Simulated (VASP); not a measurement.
Runs of VASP 6.6.1 on NaCl. The structure is that of space group Pm-3m (No. 221), or close to it. The cells are those of the table. 

| cell | gap on the mesh (eV) | pressure (GPa) |
| --- | --- | --- |
| a = 3.362, b = 3.362, c = 3.222 Å, 2 atoms | 4.18 | 4.5 |
| a = 3.642 Å, 2 atoms | (b) | -3.2 |
| a = 3.222, b = 3.222, c = 3.362 Å, 2 atoms | (a) | 6.8 |
| a = 3.642, b = 3.642, c = 3.782 Å, 2 atoms | 3.33 | -3.6 |
| a = 3.782 Å, 2 atoms | 3.24 | -4.2 |
| a = 3.502, b = 3.502, c = 3.642 Å, 2 atoms | 3.62 | -2.0 |
| a = 3.222 Å, 2 atoms | 4.82 | 9.4 |
| a = 3.782, b = 3.782, c = 3.642 Å, 2 atoms | (c) | -3.9 |
| a = 3.362, b = 3.362, c = 3.502 Å, 2 atoms | 3.99 | 1.1 |
| a = 3.362 Å, 2 atoms | 4.26 | 2.6 |
| a = 3.642, b = 3.642, c = 3.502 Å, 2 atoms | 3.44 | -2.7 |
| a = 3.502, b = 3.502, c = 3.362 Å, 2 atoms | 3.76 | -0.1 |

Alike in all rows: task single point; level PBEsol; potentials or basis VASP PAW PBE potentials, release 64 (Na_pv, Cl); no spin polarisation; k mesh 6 × 6 × 6; cutoff (eV) 520; smearing gaussian 0.05 eV.

Estimate the missing entries.

(a) 4.46; (b) 3.50; (c) 3.18.

Caveats: the PAW data sets were made with another functional, which shifts forces and pressure a little; the cell stands under tension (at least some runs); the cell stands under pressure (at least some runs).

A k mesh can miss the band edges.
